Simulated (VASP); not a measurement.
# TiAl3 (I4/mmm) in VASP: notebook

The runs below take TiAl3 through single point, with PBE.

Everything below comes from runs of VASP 6.6.1. Logs are shortened: lines on timing, memory, paths and dates and some standing lists are left out, and cuts for length are marked.

**1. The cell of the first run**

The structure is tetragonal, space group I4/mmm (No. 139). Conventional cell: a = 3.822 Å, b = 3.822 Å, c = 8.561 Å, α = 90.00°, β = 90.00°, γ = 90.00°. Ti (site symmetry 4/mmm) has 12 Al at 2.70 to 2.87 Å within 3.6 Å. Within 3.6 Å of Al (site symmetry -4m2) lie 8 Al at 2.70 to 2.87 Å and 4 Ti at 2.87 Å. Within 3.6 Å of Al (site symmetry 4/mmm) lie 4 Ti at 2.70 Å and 8 Al at 2.87 Å.

**2. Single point, PBE**

Input file INCAR:

```
SYSTEM = TiAl3
ALGO     = Fast           ! electronic algorithm
EDIFF    = 1E-6           ! SCF threshold, eV
ENCUT    = 520            ! plane-wave cutoff, eV
GGA      = PE             ! functional
ISIF     = 2              ! what is computed and relaxed
ISMEAR   = 0              ! smearing method
LASPH    = .TRUE.         ! aspherical terms in the spheres
LCHARG   = .TRUE.         ! write CHGCAR
LELF     = .TRUE.         ! ELF
LREAL    = .FALSE.        ! projectors in reciprocal space
LVHAR    = .TRUE.       
LWAVE    = .FALSE.        ! write WAVECAR
NBANDS   = 18             ! bands
NELM     = 60             ! most SCF steps
PREC     = Accurate       ! precision mode
SIGMA    = 0.020999999999999998 ! smearing width, eV
```

Input file KPOINTS:

```
k-points
0
G
  10 10 10
  0 0 0
```

Input file POSCAR:

```
TiAl3
1.0
   -1.9111067713      1.9111067713      4.2806687947
    1.9111067713     -1.9111067713      4.2806687947
    1.9111067713      1.9111067713     -4.2806687947
Ti Al
1 3
Direct
    0.0000000000      0.0000000000      0.0000000000
    0.2500000000      0.7500000000      0.5000000000
    0.7500000000      0.2500000000      0.5000000000
    0.5000000000      0.5000000000      0.0000000000
```

Potentials or basis: VASP PAW PBE potentials, release 64 (Ti_sv, Al).

Started as:

```bash
$ cat potpaw_PBE.64/Ti_sv/POTCAR potpaw_PBE.64/Al/POTCAR > POTCAR
$ mpirun -np 1 vasp_std > vasp.out
```

OUTCAR:

```text
SYSTEM = TiAl3
   EDIFF = 1E-6
   ENCUT = 520
   GGA = PE
   ISIF = 2
   ISMEAR = 0
   LASPH = .TRUE.
   LREAL = .FALSE.
   NELM = 60
   PREC = Accurate

 ion  position               nearest neighbor table
   1  0.000  0.000  0.000-   4 2.70   4 2.70   4 2.70   4 2.70   3 2.87   2 2.87   3 2.87   2 2.87
                             3 2.87   3 2.87   2 2.87   2 2.87
   2  0.250  0.750  0.500-   3 2.70   3 2.70   3 2.70   3 2.70   4 2.87   1 2.87   4 2.87   4 2.87
                             1 2.87   1 2.87   4 2.87   1 2.87
   3  0.750  0.250  0.500-   2 2.70   2 2.70   2 2.70   2 2.70   4 2.87   1 2.87   4 2.87   1 2.87
                             4 2.87   4 2.87   1 2.87   1 2.87
   4  0.500  0.500  0.000-   1 2.70   1 2.70   1 2.70   1 2.70   3 2.87   2 2.87   3 2.87   3 2.87
                             2 2.87   2 2.87   3 2.87   2 2.87

  LATTYP: Found a body centered tetragonal cell.
 ALAT       =     3.8222135426
 C/A-ratio  =     2.2398899208

  Lattice vectors:

 A1 = (  -1.9111067713,   1.9111067713,   4.2806687947)
 A2 = (   1.9111067713,  -1.9111067713,   4.2806687947)
 A3 = (   1.9111067713,   1.9111067713,  -4.2806687947)

Analysis of symmetry for initial positions (statically):
=====================================================================
 Subroutine PRICEL returns:
 Original cell was already a primitive cell.

 Routine SETGRP: Setting up the symmetry group for a
 body centered tetragonal supercell.

 Subroutine GETGRP returns: Found 16 space group operations
 (whereof 16 operations were pure point group operations)
 out of a pool of 16 trial point group operations.

The static configuration has the point symmetry D_4h.

Analysis of symmetry for dynamics (positions and initial velocities):
=====================================================================
 Subroutine PRICEL returns:
 Original cell was already a primitive cell.

 Routine SETGRP: Setting up the symmetry group for a
 body centered tetragonal supercell.

 Subroutine GETGRP returns: Found 16 space group operations
 (whereof 16 operations were pure point group operations)
 out of a pool of 16 trial point group operations.

The dynamic configuration has the point symmetry D_4h.

 Subroutine INISYM returns: Found 16 space group operations
 (whereof 16 operations are pure point group operations),
 and found     1 'primitive' translations

----------------------------------------------------------------------------------------

                                     Primitive cell

  volume of cell :      62.5376

  direct lattice vectors                    reciprocal lattice vectors
    -1.911106771  1.911106771  4.280668795     0.000000000  0.261628501  0.116804178
     1.911106771 -1.911106771  4.280668795     0.261628501  0.000000000  0.116804178
     1.911106771  1.911106771 -4.280668795     0.261628501  0.261628501  0.000000000

  length of vectors
     5.062487878  5.062487878  5.062487878     0.286518217  0.286518217  0.369998575

  position of ions in fractional coordinates (direct lattice)
     0.000000000  0.000000000  0.000000000
     0.250000000  0.750000000  0.500000000
     0.750000000  0.250000000  0.500000000
     0.500000000  0.500000000  0.000000000

  ion indices of the primitive-cell ions
   primitive index   ion index
                 1           1
                 2           2
                 3           3
                 4           4

----------------------------------------------------------------------------------------

 KPOINTS: k-points

Automatic generation of k-mesh.
 Grid dimensions read from file:
 generate k-points for:   10   10   10

 Generating k-lattice:

  Cartesian coordinates                     Fractional coordinates (reciprocal lattice)
     0.000000000  0.026162850  0.011680418     0.100000000  0.000000000  0.000000000
     0.026162850  0.000000000  0.011680418     0.000000000  0.100000000  0.000000000
     0.026162850  0.026162850  0.000000000     0.000000000  0.000000000  0.100000000

  Length of vectors
     0.028651822  0.028651822  0.036999857

  Shift w.r.t. Gamma in fractional coordinates (k-lattice)
     0.000000000  0.000000000  0.000000000

 Subroutine IBZKPT returns following result:
 ===========================================

 Found    102 irreducible k-points:

 Following reciprocal coordinates:
            Coordinates               Weight
  0.000000  0.000000  0.000000      1.000000
  0.100000  0.000000 -0.000000      8.000000
  0.200000  0.000000 -0.000000      8.000000
  0.300000  0.000000 -0.000000      8.000000
  0.400000  0.000000  0.000000      8.000000
  0.500000  0.000000 -0.000000      4.000000
[... 16 lines left out ...]
  0.300000  0.300000  0.000000      8.000000
  0.400000  0.300000 -0.000000     16.000000
 [... further k-points ...]
   k-points           NKPTS =    102   k-points in BZ     NKDIM =    102   number of bands    NBANDS=     18
   number of dos      NEDOS =    301   number of ions     NIONS =      4
   total plane-waves  NPLWV =  64000
   dimension x,y,z NGX =    40 NGY =   40 NGZ =   40
   dimension x,y,z NGXF=    80 NGYF=   80 NGZF=   80
   ions per type =               1   3
   NGX,Y,Z   is equivalent  to a cutoff of  13.14, 13.14, 13.14 a.u.
   NGXF,Y,Z  is equivalent  to a cutoff of  26.27, 26.27, 26.27 a.u.
 SYSTEM =  TiAl3
   PREC   = accura    normal or accurate (medium, high low for compatibility)
   ISTART =      0    job   : 0-new  1-cont  2-samecut
   ICHARG =      2    charge: 1-file 2-atom 10-const
   ISPIN  =      1    spin polarized calculation?
   LNONCOLLINEAR =      F non collinear calculations
   LSORBIT =      F    spin-orbit coupling
   LASPH  =      T    aspherical Exc in radial PAW
   ENCUT  =  520.0 eV  38.22 Ry    6.18 a.u.   9.41  9.41  9.41*2*pi/ulx,y,z
   NELM   =     60;   NELMIN=  2; NELMDL= -5     # of ELM steps
   EDIFF  = 0.1E-05   stopping-criterion for ELM
   LREAL  =      F    real-space projection
[... 7 lines left out ...]
   TEBEG  =    0.0;   TEEND  =   0.0 temperature during run
   PSTRESS=    0.0 pullay stress
   NELECT =      21.0000    total number of electrons
   NUPDOWN=      -1.0000    fix difference up-down
   EMIN   =  10.00;   EMAX   =-10.00  energy-range for DOS
   EFERMI =   0.00;   METHOD = LEGACY
   ISMEAR =     0;   SIGMA  =   0.02  broadening in eV -4-tet -1-fermi 0-gaus
   EFERMI_NEDOS =   21; number of points for ismear=-14 and -15
   IALGO  =     68    algorithm
   IMIX   =      4    mixing-type and parameters
     AMIX     =   0.40;   BMIX     =  1.00
     AMIX_MAG =   1.60;   BMIX_MAG =  1.00
  volume/ion in A,a.u.               =      15.63       105.51
  Fermi-wavevector in a.u.,A,eV,Ry     =   1.137891  2.150303 17.616776  1.294796
  Thomas-Fermi vector in A             =   2.274596
   LORBIT       =      0    0 simple, 1 ext, 2 COOP (PROOUT), +10 PAW based schemes
   GGA     = PE    functional components
   LHFCALC =     F    Hartree Fock is set to
   AEXX    =    0.0000 exact exchange contribution
   IVDW    =     0    specifies the selected vdW correction
   LEPSILON=     F    determine dielectric tensor
   LRPA    =     F    only Hartree local field effects (RPA)
 non-spin polarized calculation
 RMM-DIIS sequential band-by-band and
 Gauss-broadening in eV      SIGMA  =   0.02
  energy-cutoff  :      520.00
  volume of cell :       62.54
 maximum number of plane-waves:      1699
 NGX is ok and might be reduce to    40
   NGX = 19   NGY = 19   NGZ = 19

 number of electron      20.9999999 magnetization

 Free energy of the ion-electron system (eV)
  ---------------------------------------------------
  ext. energy  EPLUGINS =         0.00000000
  ---------------------------------------------------
  free energy    TOTEN  =       -20.65437312 eV

  energy without entropy =      -20.65379485  energy(sigma->0) =      -20.65408398

 E-fermi :   8.3677     XC(G=0): -10.7944

 val. band max:        8.3614276873   @ k =   0.2000   0.0000  -0.0000
 cond. band min:       8.3690457238   @ k =   0.5000   0.5000   0.3000
 fundamental gap:      0.0076180365
 Fermi energy:         8.3676895462

 k-point     1 :       0.0000    0.0000    0.0000
  band No.  band energies     occupation
      1     -48.0881      2.00000
      2     -24.4039      2.00000
      3     -24.4039      2.00000
      4     -24.3287      2.00000
      5      -1.7639      2.00000
      6       5.4993      2.00000
[... 10 lines left out ...]
     17      12.1917      0.00000
     18      12.1920      0.00000

 k-point     2 :       0.1000    0.0000   -0.0000
  band No.  band energies     occupation
      1     -48.0880      2.00000
      2     -24.4066      2.00000
      3     -24.4037      2.00000
      4     -24.3285      2.00000
      5      -1.6388      2.00000
      6       5.0293      2.00000
[... 10 lines left out ...]
     17      12.2332      0.00000
     18      12.8805      0.00000

 k-point     3 :       0.2000    0.0000   -0.0000
  band No.  band energies     occupation
      1     -48.0877      2.00000
      2     -24.4136      2.00000
      3     -24.4032      2.00000
      4     -24.3282      2.00000
      5      -1.2671      2.00000
      6       4.4556      2.00000
[... 10 lines left out ...]
     17      12.5107      0.00000
     18      14.0487      0.00000

 k-point     4 :       0.3000    0.0000   -0.0000
  band No.  band energies     occupation
      1     -48.0872      2.00000
      2     -24.4223      2.00000
      3     -24.4027      2.00000
      4     -24.3278      2.00000
      5      -0.6602      2.00000
      6       3.5476      2.00000
[... 10 lines left out ...]
     17      13.2005      0.00000
     18      13.7904      0.00000

 k-point     5 :       0.4000    0.0000    0.0000
  band No.  band energies     occupation
      1     -48.0869      2.00000
      2     -24.4292      2.00000
      3     -24.4022      2.00000
      4     -24.3275      2.00000
      5       0.1601      2.00000
      6       2.3670      2.00000
[... 10 lines left out ...]
     17      13.0245      0.00000
     18      14.3935      0.00000

 k-point     6 :       0.5000    0.0000   -0.0000
  band No.  band energies     occupation
      1     -48.0868      2.00000
      2     -24.4319      2.00000
      3     -24.4020      2.00000
      4     -24.3274      2.00000
      5       1.0111      2.00000
      6       1.3743      2.00000
[... 307 lines left out ...]
 k-point    21 :      -0.3000    0.2000    0.0000
  band No.  band energies     occupation
      1     -48.0868      2.00000
      2     -24.4212      2.00000
      3     -24.4119      2.00000
      4     -24.3267      2.00000
      5      -0.4186      2.00000
      6       4.3027      2.00000
[... 10 lines left out ...]
     17      12.0235      0.00000
     18      14.9212      0.00000

 k-point    22 :      -0.2000    0.2000    0.0000
  band No.  band energies     occupation
      1     -48.0872      2.00000
      2     -24.4133      2.00000
      3     -24.4121      2.00000
      4     -24.3273      2.00000
      5      -0.9392      2.00000
      6       5.2991      2.00000
[... 10 lines left out ...]
     17      12.4856      0.00000
     18      14.3178      0.00000

 k-point    23 :       0.3000    0.3000    0.0000
  band No.  band energies     occupation
      1     -48.0864      2.00000
      2     -24.4206      2.00000
      3     -24.4198      2.00000
      4     -24.3267      2.00000
      5       0.6984      2.00000
      6       3.2549      2.00000
[... 10 lines left out ...]
     17      13.9940      0.00000
     18      14.5035      0.00000

 k-point    24 :       0.4000    0.3000   -0.0000
  band No.  band energies     occupation
      1     -48.0861      2.00000
      2     -24.4269      2.00000
      3     -24.4194      2.00000
      4     -24.3260      2.00000
      5       1.5239      2.00000
      6       2.6475      2.00000
[... 10 lines left out ...]
     17      13.2043      0.00000
     18      14.4250      0.00000

 [... further k-points ...]

------------------------ aborting loop because EDIFF is reached ----------------------------------------

  FORCE on cell =-STRESS in cart. coord.  units (eV):
  Direction    XX          YY          ZZ          XY          YZ          ZX
  --------------------------------------------------------------------------------------
  -------------------------------------------------------------------------------------
  Total        0.8015684      0.8015684      0.7073589      0.0000000      0.0000000      0.0000000
  in kB       20.5357067     20.5357067     18.1221146      0.0000000      0.0000000      0.0000000
  external PRESSURE =      19.7311760 kB  Pullay stress =       0.0000000 kB

 VOLUME and BASIS-vectors are now :
 -----------------------------------------------------------------------------
  energy-cutoff  :      520.00
  volume of cell :       62.54
      direct lattice vectors                 reciprocal lattice vectors
    -1.911106771  1.911106771  4.280668795     0.000000000  0.261628501  0.116804178
     1.911106771 -1.911106771  4.280668795     0.261628501  0.000000000  0.116804178
     1.911106771  1.911106771 -4.280668795     0.261628501  0.261628501  0.000000000

 POSITION                                       TOTAL-FORCE (eV/Angst)
 -----------------------------------------------------------------------------------
      0.00000      0.00000      0.00000         0.000000      0.000000      0.000000
      1.91111      0.00000      2.14033        -0.000000      0.000000     -0.000000
      0.00000      1.91111      2.14033         0.000000     -0.000000      0.000000
      0.00000      0.00000      4.28067         0.000000      0.000000      0.000000
 -----------------------------------------------------------------------------------
    total drift:                               -0.000000     -0.000000     -0.000000

  FREE ENERGIE OF THE ION-ELECTRON SYSTEM (eV)
  ---------------------------------------------------
  free  energy   TOTEN  =       -20.6543731223 eV

  energy  without entropy=      -20.6537948451  energy(sigma->0) =      -20.65408398
```

Wall time 4.5 min (1 thread of Intel Xeon 6975P-C (Granite Rapids), shared host); peak memory 0.31 GiB.

What came out:

```yaml
Free_energy: -20.6544 eV
Pressure: 2.0 GPa
Band_gap_on_the_k_mesh: zero (an odd number of electrons rules out a gap without spin polarisation)
```

Stress tensor (GPa, compression positive):
```
2.05 0.00 0.00
0.00 2.05 0.00
0.00 0.00 1.81
```

**3. Single point, PBE**

Input file INCAR:

```
  PREC = Accurate
  ENCUT = 520
  EDIFF = 1E-6
  ISMEAR = 0
  SIGMA = 0.022
  LREAL = False
  LASPH = True
  NELM = 60
  ALGO = Normal
  ISIF = 2
  LWAVE = False
  LCHARG = True
  GGA = PE
  LELF = True
  LVHAR = True
  NBANDS = 18
```

Input file KPOINTS:

```
regular mesh
0
Gamma
  10 10 10
```

POSCAR is that of step 2.

Potentials or basis: VASP PAW PBE potentials, release 64 (Ti_sv, Al).

Started as:

```bash
$ cat potpaw_PBE.64/Ti_sv/POTCAR potpaw_PBE.64/Al/POTCAR > POTCAR
$ mpirun -np 1 vasp_std > vasp.out
```

Run time: 84 s. Hardware: 1 thread of Intel Xeon 6975P-C (Granite Rapids), shared host; peak memory 0.29 GiB.

Results (log left out):

- Free energy: -20.6544 eV
- Pressure: 2.0 GPa
- Band gap on the k mesh: zero (an odd number of electrons rules out a gap without spin polarisation)

Stress tensor (GPa, compression positive):
```
2.08 0.00 0.00
0.00 2.08 0.00
0.00 0.00 1.82
```

Levels at points of the mesh, in eV from the Fermi level:
| k point | band 8 | band 9 | band 10 | band 11 | band 12 | band 13 | band 14 | band 15 |
| --- | --- | --- | --- | --- | --- | --- | --- | --- |
| (0.00, 0.00, 0.00) | -1.42 | -1.24 | -1.24 | 0.83 | 1.74 | 1.74 | 2.24 | 2.47 |
| (0.50, 0.00, 0.00) | -2.96 | -1.07 | -0.27 | 0.50 | 1.82 | 2.09 | 2.72 | 3.17 |
| (0.50, 0.50, 0.00) | -3.78 | -2.72 | -2.21 | -1.00 | 1.77 | 1.96 | 2.70 | 2.84 |
| (0.50, 0.50, 0.50) | -0.93 | -0.93 | -0.24 | 0.70 | 0.70 | 0.95 | 3.08 | 4.77 |
